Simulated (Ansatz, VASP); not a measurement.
# One calculation of C, two programs

File INCAR:

```
SYSTEM = C
ALGO = Normal
EDIFF = 1E-6
ENCUT = 910
GGA_COMPAT = .False.
ISIF = 2
ISMEAR = 0
LASPH = .True.
LCHARG = .False.
LREAL = .False.
LWAVE = .False.
NBANDS = 11
NELM = 120
PREC = Accurate
SIGMA = 0.05
```

The input KPOINTS:

```
k-points
0
Gamma
  12 12 12
  0 0 0
```

The input POSCAR:

```
C
1.0
    0.0000000000      1.6960438136      1.8678530519
    1.6960438136      0.0000000000      1.8678530519
    1.6960438136      1.6960438136      0.0000000000
C
2
Direct
    0.5000000000      0.5000000000      0.5000000000
    0.7500000000      0.7500000000      0.7500000000
```

Input for Ansatz:

```yaml
crystal:
  lattice:
    - [0.0, 1.6960438136, 1.8678530519]
    - [1.6960438136, 0.0, 1.8678530519]
    - [1.6960438136, 1.6960438136, 0.0]
  atoms:
    - { symbol: C, position: [0.5, 0.5, 0.5] }
    - { symbol: C, position: [0.75, 0.75, 0.75] }
basis:
  ecutwfc: 520.0
kpoints:
  mp_grid: { grid: [12, 12, 12] }
hamiltonian:
  xc: lda
  pseudopotentials: { kind: paw, azcp: { folder: soft_1 } }
scf:
  occupations: { method: gaussian, width: 0.05 }
output:
  forces: true
  stress: true
  eigenvalues: true
```

Alike in both runs: task single point; functional LDA; k mesh 12 × 12 × 12; occupations gaussian, width 0.05 eV; no spin polarisation.

|  | VASP | Ansatz |
| --- | --- | --- |
| version | VASP 6.6.1 | Ansatz 0.2.0 |
| potentials or method | VASP PAW LDA potentials, release 64 (C_h), cutoff 910 eV | scalar-relativistic, plane waves, PAW |
| valence electrons in the cell | 8 | 8 |

|  | VASP | Ansatz | Ansatz less VASP |
| --- | --- | --- | --- |
| gap on the k mesh at the Fermi level (eV) | 3.02 | 3.02 | +0.006 |
| least direct gap on the mesh (eV) | 4.83 | 4.83 | -0.003 |

Ansatz warns that its potentials were made for another functional, while VASP's fit it. LDA's correlation is that of Perdew and Zunger in VASP and of Perdew and Wang (1992) in Ansatz.

Noted on VASP's run: the cutoff is short for stress, so the pressure is rough.
